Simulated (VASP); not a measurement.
# Si2B3 (P4/mbm) in VASP: a series of runs

Runs on Si2B3. Level: PBE. Tasks: single point.

All numbers are computed with VASP 6.6.1; they aren't measurements. Logs are shortened: lines on timing, memory, paths and dates and some standing lists are left out, and cuts for length are marked.

### Step 1. The cell of the first run

The structure is tetragonal, space group P4/mbm (No. 127). The conventional cell has a = 5.237 Å, b = 5.237 Å, c = 3.308 Å, α = 90.00°, β = 90.00°, γ = 90.00°. Si (site symmetry m2m) has 10 B at 2.11 to 2.50 Å and 4 Si at 2.66 Å within 2.8 Å. B (site symmetry m2m) has 3 B at 1.70 to 2.10 Å and 2 Si at 2.11 Å within 2.3 Å. B (site symmetry 4/m) has 4 B at 2.10 Å and 8 Si at 2.50 Å within 2.8 Å.

### Step 2. Single point, PBE

Input file INCAR:

```
SYSTEM = Si2B3
PREC     = Accurate       ! precision mode
ENCUT    = 500            ! plane-wave cutoff, eV
EDIFF    = 1E-6           ! SCF threshold, eV
ISMEAR   = 0              ! smearing method
SIGMA    = 0.2            ! smearing width, eV
LREAL    = .False.        ! projectors in reciprocal space
LASPH    = .True.         ! aspherical terms in the spheres
NELM     = 120            ! most SCF steps
ALGO     = Normal         ! electronic algorithm
ISIF     = 2              ! what is computed and relaxed
LWAVE    = .False.        ! write WAVECAR
LCHARG   = .False.        ! write CHGCAR
GGA      = PE             ! functional
NBANDS   = 28             ! bands
GGA_COMPAT= .False.
```

Input file KPOINTS:

```
regular mesh
0
Gamma
  3 3 5
  0 0 0
```

Input file POSCAR:

```
Si2B3
1.0
    5.2370515248      0.0000000000      0.0000000000
    0.0000000000      5.2370515248      0.0000000000
    0.0000000000      0.0000000000      3.3077051986
Si B
4 6
Direct
    0.7927719525      0.2927719525      0.5000000000
    0.2072280475      0.7072280475      0.5000000000
    0.2927719525      0.2072280475      0.5000000000
    0.7072280475      0.7927719525      0.5000000000
    0.3849231192      0.8849231192      0.0000000000
    0.6150768808      0.1150768808      0.0000000000
    0.1150768808      0.3849231192      0.0000000000
    0.8849231192      0.6150768808      0.0000000000
    0.0000000000      0.0000000000      0.0000000000
    0.5000000000      0.5000000000      0.0000000000
```

Potentials or basis: VASP PAW PBE potentials, release 64 (Si, B).

Started as:

```sh
$ cat potpaw_PBE.64/Si/POTCAR potpaw_PBE.64/B/POTCAR > POTCAR
$ mpirun -np 1 vasp_std > vasp.out
```

OUTCAR:

```text
SYSTEM = Si2B3
   PREC = Accurate
   ENCUT = 500
   EDIFF = 1E-6
   ISMEAR = 0
   LREAL = .False.
   LASPH = .True.
   NELM = 120
   ISIF = 2
   GGA = PE

 ion  position               nearest neighbor table
   1  0.793  0.293  0.500-   6 2.11   6 2.11   8 2.41   7 2.41   7 2.41   8 2.41  10 2.50   9 2.50
                             9 2.50  10 2.50   3 2.66   4 2.66   4 2.66   3 2.66   2 3.07
   2  0.207  0.707  0.500-   5 2.11   5 2.11   8 2.41   7 2.41   7 2.41   8 2.41  10 2.50   9 2.50
                             9 2.50  10 2.50   3 2.66   4 2.66   3 2.66   4 2.66   1 3.07
   3  0.293  0.207  0.500-   7 2.11   7 2.11   5 2.41   5 2.41   6 2.41   6 2.41  10 2.50   9 2.50
                             9 2.50  10 2.50   1 2.66   2 2.66   2 2.66   1 2.66   4 3.07
   4  0.707  0.793  0.500-   8 2.11   8 2.11   5 2.41   5 2.41   6 2.41   6 2.41  10 2.50   9 2.50
                             9 2.50  10 2.50   1 2.66   2 2.66   1 2.66   2 2.66   3 3.07
   5  0.385  0.885  0.000-   6 1.70   9 2.10  10 2.10   2 2.11   2 2.11   3 2.41   4 2.41   3 2.41
                             4 2.41
   6  0.615  0.115  0.000-   5 1.70   9 2.10  10 2.10   1 2.11   1 2.11   3 2.41   4 2.41   3 2.41
                             4 2.41
   7  0.115  0.385  0.000-   8 1.70   9 2.10  10 2.10   3 2.11   3 2.11   2 2.41   1 2.41   2 2.41
                             1 2.41
   8  0.885  0.615  0.000-   7 1.70   9 2.10  10 2.10   4 2.11   4 2.11   2 2.41   1 2.41   2 2.41
                             1 2.41
   9  0.000  0.000  0.000-   5 2.10   6 2.10   7 2.10   8 2.10   1 2.50   2 2.50   3 2.50   4 2.50
                             1 2.50   2 2.50   3 2.50   4 2.50
  10  0.500  0.500  0.000-   5 2.10   6 2.10   7 2.10   8 2.10   1 2.50   2 2.50   3 2.50   4 2.50
                             1 2.50   2 2.50   3 2.50   4 2.50

  LATTYP: Found a simple tetragonal cell.
 ALAT       =     5.2370515248
 C/A-ratio  =     0.6315968409

  Lattice vectors:

 A1 = (   5.2370515248,   0.0000000000,   0.0000000000)
 A2 = (   0.0000000000,   5.2370515248,   0.0000000000)
 A3 = (   0.0000000000,   0.0000000000,   3.3077051986)

Analysis of symmetry for initial positions (statically):
=====================================================================
 Subroutine PRICEL returns:
 Original cell was already a primitive cell.

 Routine SETGRP: Setting up the symmetry group for a
 simple tetragonal supercell.

 Subroutine GETGRP returns: Found 16 space group operations
 (whereof  8 operations were pure point group operations)
 out of a pool of 16 trial point group operations.

The static configuration has the point symmetry C_4h.
 The point group associated with its full space group is D_4h.

Analysis of symmetry for dynamics (positions and initial velocities):
=====================================================================
 Subroutine PRICEL returns:
 Original cell was already a primitive cell.

 Routine SETGRP: Setting up the symmetry group for a
 simple tetragonal supercell.

 Subroutine GETGRP returns: Found 16 space group operations
 (whereof  8 operations were pure point group operations)
 out of a pool of 16 trial point group operations.

The dynamic configuration has the point symmetry C_4h.
 The point group associated with its full space group is D_4h.

 Subroutine INISYM returns: Found 16 space group operations
 (whereof  8 operations are pure point group operations),
 and found     1 'primitive' translations

----------------------------------------------------------------------------------------

                                     Primitive cell

  volume of cell :      90.7195

  direct lattice vectors                    reciprocal lattice vectors
     5.237051525  0.000000000  0.000000000     0.190947138  0.000000000  0.000000000
     0.000000000  5.237051525  0.000000000     0.000000000  0.190947138  0.000000000
     0.000000000  0.000000000  3.307705199     0.000000000  0.000000000  0.302324403

  length of vectors
     5.237051525  5.237051525  3.307705199     0.190947138  0.190947138  0.302324403

  position of ions in fractional coordinates (direct lattice)
     0.792771952  0.292771952  0.500000000
     0.207228048  0.707228048  0.500000000
     0.292771952  0.207228048  0.500000000
     0.707228048  0.792771952  0.500000000
     0.384923119  0.884923119  0.000000000
     0.615076881  0.115076881  0.000000000
     0.115076881  0.384923119  0.000000000
     0.884923119  0.615076881  0.000000000
     0.000000000  0.000000000  0.000000000
     0.500000000  0.500000000  0.000000000

  ion indices of the primitive-cell ions
   primitive index   ion index
                 1           1
                 2           2
                 3           3
                 4           4
                 5           5
                 6           6
                 7           7
                 8           8
                 9           9
                10          10

----------------------------------------------------------------------------------------

 KPOINTS: regular mesh

Automatic generation of k-mesh.
 Grid dimensions read from file:
 generate k-points for:    3    3    5

 Generating k-lattice:

  Cartesian coordinates                     Fractional coordinates (reciprocal lattice)
     0.063649046  0.000000000  0.000000000     0.333333333  0.000000000  0.000000000
     0.000000000  0.063649046  0.000000000     0.000000000  0.333333333  0.000000000
     0.000000000  0.000000000  0.060464881     0.000000000  0.000000000  0.200000000

  Length of vectors
     0.063649046  0.063649046  0.060464881

  Shift w.r.t. Gamma in fractional coordinates (k-lattice)
     0.000000000  0.000000000  0.000000000

 Subroutine IBZKPT returns following result:
 ===========================================

 Found      9 irreducible k-points:

 Following reciprocal coordinates:
            Coordinates               Weight
  0.000000  0.000000  0.000000      1.000000
  0.333333  0.000000  0.000000      4.000000
  0.333333  0.333333  0.000000      4.000000
  0.000000  0.000000  0.200000      2.000000
  0.333333  0.000000  0.200000      8.000000
  0.333333  0.333333  0.200000      8.000000
  0.000000  0.000000  0.400000      2.000000
  0.333333  0.000000  0.400000      8.000000
  0.333333  0.333333  0.400000      8.000000
   k-points           NKPTS =      9   k-points in BZ     NKDIM =      9   number of bands    NBANDS=     28
   number of dos      NEDOS =    301   number of ions     NIONS =     10
   total plane-waves  NPLWV =  38400
   dimension x,y,z NGX =    40 NGY =   40 NGZ =   24
   dimension x,y,z NGXF=    80 NGYF=   80 NGZF=   48
   ions per type =               4   6
   NGX,Y,Z   is equivalent  to a cutoff of  12.70, 12.70, 12.06 a.u.
   NGXF,Y,Z  is equivalent  to a cutoff of  25.40, 25.40, 24.12 a.u.
 SYSTEM =  Si2B3
   PREC   = accura    normal or accurate (medium, high low for compatibility)
   ISTART =      0    job   : 0-new  1-cont  2-samecut
   ICHARG =      2    charge: 1-file 2-atom 10-const
   ISPIN  =      1    spin polarized calculation?
   LNONCOLLINEAR =      F non collinear calculations
   LSORBIT =      F    spin-orbit coupling
   LASPH  =      T    aspherical Exc in radial PAW
   ENCUT  =  500.0 eV  36.75 Ry    6.06 a.u.   9.55  9.55  6.03*2*pi/ulx,y,z
   NELM   =    120;   NELMIN=  2; NELMDL= -5     # of ELM steps
   EDIFF  = 0.1E-05   stopping-criterion for ELM
   LREAL  =      F    real-space projection
   EDIFFG = 0.1E-04   stopping-criterion for IOM
   NSW    =      0    number of steps for IOM
   IBRION =     -1    ionic relax: 0-MD 1-quasi-New 2-CG
   NFREE  =      0    steps in history (QN), initial steepest desc. (CG)
   ISIF   =      2    stress and relaxation
   ISYM   =      2    0-nonsym 1-usesym 2-fastsym
   POTIM  = 0.5000    time-step for ionic-motion
   TEBEG  =    0.0;   TEEND  =   0.0 temperature during run
   PSTRESS=    0.0 pullay stress
   NELECT =      34.0000    total number of electrons
   NUPDOWN=      -1.0000    fix difference up-down
   EMIN   =  10.00;   EMAX   =-10.00  energy-range for DOS
   EFERMI =   0.00;   METHOD = LEGACY
   ISMEAR =     0;   SIGMA  =   0.20  broadening in eV -4-tet -1-fermi 0-gaus
   EFERMI_NEDOS =   21; number of points for ismear=-14 and -15
   IALGO  =     38    algorithm
   IMIX   =      4    mixing-type and parameters
     AMIX     =   0.40;   BMIX     =  1.00
     AMIX_MAG =   1.60;   BMIX_MAG =  1.00
  volume/ion in A,a.u.               =       9.07        61.22
  Fermi-wavevector in a.u.,A,eV,Ry     =   1.180323  2.230488 18.955134  1.393163
  Thomas-Fermi vector in A             =   2.316618
   LORBIT       =      0    0 simple, 1 ext, 2 COOP (PROOUT), +10 PAW based schemes
   GGA     = PE    functional components
   LHFCALC =     F    Hartree Fock is set to
   AEXX    =    0.0000 exact exchange contribution
   IVDW    =     0    specifies the selected vdW correction
   LEPSILON=     F    determine dielectric tensor
   LRPA    =     F    only Hartree local field effects (RPA)
 non-spin polarized calculation
 Gauss-broadening in eV      SIGMA  =   0.20
  energy-cutoff  :      500.00
  volume of cell :       90.72
 maximum number of plane-waves:      2340
 NGX is ok and might be reduce to    40
   NGX = 19   NGY = 19   NGZ = 13

 number of electron      33.9999999 magnetization

 Free energy of the ion-electron system (eV)
  ---------------------------------------------------
  ext. energy  EPLUGINS =         0.00000000
  ---------------------------------------------------
  free energy    TOTEN  =       -52.88218579 eV

  energy without entropy =      -52.84388232  energy(sigma->0) =      -52.86303405

 E-fermi :  10.4765     XC(G=0): -12.0406

 val. band max:       10.1765223863   @ k =   0.3333   0.0000   0.2000
 cond. band min:      10.4803066896   @ k =   0.3333   0.3333   0.2000
 fundamental gap:      0.3037843033
 Fermi energy:        10.4764923415

 k-point     1 :       0.0000    0.0000    0.0000
  band No.  band energies     occupation
      1      -5.9617      2.00000
      2      -1.4141      2.00000
      3      -1.4141      2.00000
      4      -1.3364      2.00000
      5      -0.4039      2.00000
      6       3.1861      2.00000
[... 20 lines left out ...]
     27      14.7793      0.00000
     28      15.6937      0.00000

 k-point     2 :       0.3333    0.0000    0.0000
  band No.  band energies     occupation
      1      -5.4240      2.00000
      2      -3.8286      2.00000
      3      -0.8693      2.00000
      4      -0.3982      2.00000
      5       0.7456      2.00000
      6       1.0703      2.00000
[... 20 lines left out ...]
     27      14.3529      0.00000
     28      15.1965      0.00000

 k-point     3 :       0.3333    0.3333    0.0000
  band No.  band energies     occupation
      1      -4.8904      2.00000
      2      -3.4738      2.00000
      3      -3.0817      2.00000
      4      -1.6781      2.00000
      5       2.6484      2.00000
      6       3.2188      2.00000
[... 151 lines left out ...]
      3      -1.0669      2.00000
      4       0.5193      2.00000
      5       1.0136      2.00000
      6       1.3574      2.00000
[... 20 lines left out ...]
     27      16.8199      0.00000
     28      17.1695      0.00000

 k-point     9 :       0.3333    0.3333    0.4000
  band No.  band energies     occupation
      1      -2.9536      2.00000
      2      -1.5777      2.00000
      3      -1.1603      2.00000
      4      -0.5379      2.00000
      5       0.1867      2.00000
      6       0.8304      2.00000
[... 20 lines left out ...]
     27      16.4094      0.00000
     28      17.6784      0.00000

------------------------ aborting loop because EDIFF is reached ----------------------------------------

  FORCE on cell =-STRESS in cart. coord.  units (eV):
  Direction    XX          YY          ZZ          XY          YZ          ZX
  --------------------------------------------------------------------------------------
  -------------------------------------------------------------------------------------
  Total       -0.0843804     -0.0843804      0.0020703      0.0000000     -0.0000000      0.0000000
  in kB       -1.4902251     -1.4902251      0.0365628      0.0000000     -0.0000000      0.0000000
  external PRESSURE =      -0.9812958 kB  Pullay stress =       0.0000000 kB

 VOLUME and BASIS-vectors are now :
 -----------------------------------------------------------------------------
  energy-cutoff  :      500.00
  volume of cell :       90.72
      direct lattice vectors                 reciprocal lattice vectors
     5.237051525  0.000000000  0.000000000     0.190947138  0.000000000  0.000000000
     0.000000000  5.237051525  0.000000000     0.000000000  0.190947138  0.000000000
     0.000000000  0.000000000  3.307705199     0.000000000  0.000000000  0.302324403

 POSITION                                       TOTAL-FORCE (eV/Angst)
 -----------------------------------------------------------------------------------
      4.15179      1.53326      1.65385        -0.025562     -0.025562     -0.000000
      1.08526      3.70379      1.65385         0.025562      0.025562      0.000000
      1.53326      1.08526      1.65385        -0.025562      0.025562      0.000000
      3.70379      4.15179      1.65385         0.025562     -0.025562     -0.000000
      2.01586      4.63439      0.00000        -0.010320     -0.010320      0.000000
      3.22119      0.60266      0.00000         0.010320      0.010320     -0.000000
      0.60266      2.01586      0.00000         0.010320     -0.010320      0.000000
      4.63439      3.22119      0.00000        -0.010320      0.010320     -0.000000
      0.00000      0.00000      0.00000         0.000000      0.000000     -0.000000
      2.61853      2.61853      0.00000         0.000000      0.000000     -0.000000
 -----------------------------------------------------------------------------------
    total drift:                               -0.000000     -0.000000     -0.000000

  FREE ENERGIE OF THE ION-ELECTRON SYSTEM (eV)
  ---------------------------------------------------
  free  energy   TOTEN  =       -52.8821857868 eV

  energy  without entropy=      -52.8438823161  energy(sigma->0) =      -52.86303405
```

Wall time 17 s (1 thread of Intel Xeon Platinum 8259CL at 2.50GHz (Skylake/Cascade Lake), shared host); peak memory 0.18 GiB.

Results:

* Free energy: -52.8822 eV
* Pressure: -0.1 GPa
* Largest force: 0.036 eV/Å
* Band gap on the k mesh: zero (bands 17 and 18 overlap by 3.29 eV)

Forces in eV/Å, atoms in the order of the input:
```
Si  -0.026 -0.026  0.000
Si   0.026  0.026  0.000
Si  -0.026  0.026  0.000
Si   0.026 -0.026  0.000
B   -0.010 -0.010  0.000
B    0.010  0.010  0.000
B    0.010 -0.010  0.000
B   -0.010  0.010  0.000
B    0.000  0.000  0.000
B    0.000  0.000  0.000
```

Stress tensor (GPa, compression positive):
```
-0.15  0.00  0.00
 0.00 -0.15  0.00
 0.00  0.00  0.00
```

Caveat: the k points lie up to 0.40 Å⁻¹ apart, too coarse for converged energies and pressures of a metal.

### Step 3. Single point, PBE

This run uses another cell than the first one, of 10.24 Å³/atom.

Input file INCAR:

```
SYSTEM = Si2B3
PREC = Accurate ; ENCUT = 500
EDIFF = 1E-6 ; ISMEAR = 0
SIGMA = 0.2 ; LREAL = .False.
LASPH = .True. ; NELM = 120
ALGO = Normal ; ISIF = 2
LWAVE = .False. ; LCHARG = .False.
GGA = PE ; NBANDS = 28
GGA_COMPAT = .False.
```

KPOINTS is that of step 2.

Input file POSCAR:

```
Si2B3
1.0
    5.8376293781      0.0000000000      0.0000000000
    0.0000000000      5.8376293781      0.0000000000
    0.0000000000      0.0000000000      3.0059374946
Si B
4 6
Direct
    0.7837925014      0.2837925014      0.0000000000
    0.2162074986      0.7162074986      0.0000000000
    0.2837925014      0.2162074986      0.0000000000
    0.7162074986      0.7837925014      0.0000000000
    0.4027121056      0.9027121056      0.5000000000
    0.9027121056      0.5972878944      0.5000000000
    0.0000000000      0.0000000000      0.0000000000
    0.5972878944      0.0972878944      0.5000000000
    0.0972878944      0.4027121056      0.5000000000
    0.5000000000      0.5000000000      0.0000000000
```

Potentials or basis: VASP PAW PBE potentials, release 64 (Si, B).

Started as:

```sh
$ cat potpaw_PBE.64/Si/POTCAR potpaw_PBE.64/B/POTCAR > POTCAR
$ mpirun -np 1 vasp_std > vasp.out
```

It took 26 s on 1 thread of Intel Xeon Platinum 8259CL at 2.50GHz (Skylake/Cascade Lake), shared host; peak memory 0.22 GiB.

Results (log left out):

```yaml
Free_energy: -52.5107 eV
Pressure: -0.6 GPa
Largest_force: 0.060 eV/Å
Band_gap_on_the_k_mesh: zero (bands 17 and 18 overlap by 3.41 eV)
```

Forces in eV/Å, atoms in the order of the input:
```
Si  -0.020 -0.020  0.000
Si   0.020  0.020  0.000
Si  -0.020  0.020  0.000
Si   0.020 -0.020  0.000
B    0.042  0.042  0.000
B    0.042 -0.042  0.000
B    0.000  0.000  0.000
B   -0.042 -0.042  0.000
B   -0.042  0.042  0.000
B    0.000  0.000  0.000
```

Stress tensor (GPa, compression positive):
```
-0.78  0.00  0.00
 0.00 -0.78  0.00
 0.00  0.00 -0.10
```

Levels at points of the mesh, in eV from the Fermi level:
```tsv
k point	band 13	band 14	band 15	band 16	band 17	band 18	band 19	band 20
(0.00, 0.00, 0.00)	-0.55	0.30	1.09	1.17	1.17	1.41	2.34	2.34
```

Caveat: the k points lie up to 0.42 Å⁻¹ apart, too coarse for converged energies and pressures of a metal.

The gap in the log of VASP goes by the Fermi energy; the results here count the filled bands.